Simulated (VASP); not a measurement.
Wanted: the native input for a VASP 6.6.1 run.

```yaml
Task: single point
Functional: LDA
Potentials_or_basis: VASP PAW LDA potentials, release 64 (Pt)
Cutoff: 520 eV
k_mesh: 22 × 22 × 22
Occupations: gaussian, width 0.15 eV
Spin: no spin polarisation
Dipole_correction: no
Further_INCAR_settings: ALGO = Normal; EDIFF = 1e-06; NBANDS = 11
```

The structure of Pt lies in POSCAR:

```
Pt
1.0
    0.0000000000      1.8655375116      1.8655375116
    1.8655375116      0.0000000000      1.8655375116
    1.8655375116      1.8655375116      0.0000000000
Pt
1
Direct
    0.0000000000      0.0000000000      0.0000000000
```

This cell differs from its parent crystal: volume 12.985 Å^3 an atom, c/a of the conventional cell 1.0000.

These files were run (other wordings do the same):

INCAR

```
SYSTEM = Pt
PREC = Accurate
ENCUT = 520
EDIFF = 1E-6
ISMEAR = 0
SIGMA = 0.15
LREAL = .FALSE.
LASPH = .TRUE.
NELM = 100
ALGO = Normal
ISIF = 2
LWAVE = .FALSE.
LCHARG = .TRUE.
LELF = .TRUE.
LVHAR = .TRUE.
NBANDS = 11
```

KPOINTS

```
Automatic mesh
0
G
  22 22 22
  0 0 0
```

Potentials or basis: VASP PAW LDA potentials, release 64 (Pt).

Command:

```bash
$ cat potpaw_LDA.64/Pt/POTCAR > POTCAR
$ mpirun -np 1 vasp_std > vasp.out
```

Results of the run:

| Property | Result |
| --- | --- |
| Pressure | 56.7 GPa |
| Band gap on the k mesh | zero (band 5 reaches 15.00 eV, above the bottom of band 6 at 12.09 eV) |

Caveat: spin-orbit coupling is left out, which moves the levels of the heavy elements.

It took 16 s on 1 thread of Intel Xeon 6975P-C, with other jobs on the host, peak memory 0.16 GiB.
